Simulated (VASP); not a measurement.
Here is a VASP 6.6.1 calculation.

Contents of INCAR:

```
PREC = Accurate
ENCUT = 520
EDIFF = 1E-7
ISMEAR = 0
SIGMA = 0.1
LREAL = F
LASPH = T
NELM = 60
ALGO = Normal
ISIF = 2
LWAVE = F
LCHARG = F
GGA = PE
NBANDS = 17
```

KPOINTS

```
regular mesh
0
Gamma
  6 6 6
```

Contents of POSCAR:

```
Mg5Se
1.0
    3.0928542985      1.7856602618      4.1524202758
   -3.0928542985      1.7856602618      4.1524202758
    0.0000000000     -3.5713205236      4.1524202758
Mg Se
5 1
Direct
    0.1191560442      0.1191560442      0.1191560442
    0.8808439558      0.8808439558      0.8808439558
    0.5000000000      0.5000000000      0.0000000000
    0.0000000000      0.5000000000      0.5000000000
    0.5000000000      0.0000000000      0.5000000000
    0.5000000000      0.5000000000      0.5000000000
```

Potentials or basis: VASP PAW PBE potentials, release 64 (Mg, Se).

Run with:

```console
$ cat potpaw_PBE.64/Mg/POTCAR potpaw_PBE.64/Se/POTCAR > POTCAR
$ mpirun -np 1 vasp_std > vasp.out
```

Task: Predict the band gap on the k mesh.

Result: Zero (bands 8 and 9 overlap by 1.04 eV).

Task: Predict the pressure.

Result: -0.1 GPa.

Forces in eV/Å, atoms in the order of the input:
```
Mg   0.000  0.000 -0.003
Mg   0.000  0.000  0.003
Mg   0.000  0.000  0.000
Mg   0.000  0.000  0.000
Mg   0.000  0.000  0.000
Se   0.000  0.000  0.000
```
